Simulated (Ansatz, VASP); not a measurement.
# Bi: VASP beside Ansatz

```
Bi
1.0
     0.00000    2.50814    2.50814
     2.50814    0.00000    2.50814
     2.50814    2.50814    0.00000
Bi
1
Direct
  0.00000 0.00000 0.00000
```

Alike in both runs: task single point; functional HSE06; k mesh 8 × 8 × 8; occupations gaussian, width 0.05 eV; no spin polarisation.

```csv
,VASP,Ansatz
version,VASP 6.6.1,Ansatz 0.2.0
potentials or method,"VASP PAW PBE potentials, release 64 (Bi_d), cutoff 520 eV","scalar-relativistic, plane waves, PAW"
valence electrons in the cell,15,15
```

VASP gave:

```
gap on the k mesh at the Fermi level (eV) : none
pressure (GPa)                            : -1.2
```

**Question.** Which values does Ansatz return?

**Answer.** gap on the k mesh at the Fermi level (eV): none; pressure (GPa): -1.1.

A gap of «none» marks a metal or a gap that the smearing closes. Ansatz's warnings: filled band counts differ across k points, stress exchange threshold loose, stress scf threshold loose.

Neither program's run includes spin-orbit coupling.
